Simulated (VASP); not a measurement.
Ti, 2 atoms in the cell. Symmetry: P6_3/mmc, No. 194, hexagonal system. Conventional cell: a = 3.064 Å, b = 3.064 Å, c = 4.860 Å, α = 90.00°, β = 90.00°, γ = 120.00°. Ti (site symmetry -6m2) has 12 Ti at 3.01 to 3.06 Å within 4.0 Å. 

| Quantity | Value |
| --- | --- |
| Program | VASP 6.6.1 |
| Task | single point |
| Functional | PBE |
| Potentials or basis | VASP PAW PBE potentials, release 64 (Ti_sv) |
| Cutoff | 520 eV |
| k mesh | 11 × 11 × 6 |
| Occupations | methfessel-paxton, width 0.15 eV |
| Spin | no spin polarisation |
| Dipole correction | no |
| Further INCAR settings | ALGO = Normal; EDIFF = 1e-06; NBANDS = 19 |

Potentials or basis: VASP PAW PBE potentials, release 64 (Ti_sv).

Run with:

```sh
$ cat potpaw_PBE.64/Ti_sv/POTCAR > POTCAR
$ mpirun -np 1 vasp_std > vasp.out
```

Hardware: 1 thread of Intel(R) Xeon(R) Platinum 8488C (Sapphire Rapids), with other jobs on the host.

How long does it take, and how much memory?

Run time: 29 s on 1 thread of Intel(R) Xeon(R) Platinum 8488C (Sapphire Rapids), on a shared host, peak memory 0.17 GiB. Counts: scf iterations 14, k points 64.
